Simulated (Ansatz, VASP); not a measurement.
## Two plane-wave programs on Re3F

```xyz
4
Lattice="-2.1525 2.1525 3.0454 2.1525 -2.1525 3.0454 2.1525 2.1525 -3.0454" Properties=species:S:1:pos:R:3 pbc="T T T"
Re    0.0000    0.0000    3.0454
Re    2.1525    0.0000    1.5227
Re    0.0000    2.1525    1.5227
F     0.0000    0.0000    0.0000
```

Alike in both runs: functional PBE; k mesh 6 × 6 × 6; occupations gaussian, width 0.1 eV; no spin polarisation.

Ansatz relaxed the structure, and its values are those at the end. VASP's run is a single point on that final structure, the one shown.

```csv
,VASP,Ansatz
version,VASP 6.6.1,Ansatz 0.2.0
potentials or method,"VASP PAW PBE potentials, release 64 (Re_sv_GW, F), cutoff 600 eV","scalar-relativistic, plane waves, PAW"
valence electrons in the cell,52,52
```

|  | VASP | Ansatz | Ansatz less VASP |
| --- | --- | --- | --- |
| gap on the k mesh at the Fermi level (eV) | none | none | - |
| pressure (GPa) | -0.7 | 0.2 | +0.88 |

A gap of «none» marks a metal or a gap that the smearing closes.

Neither program's run includes spin-orbit coupling.
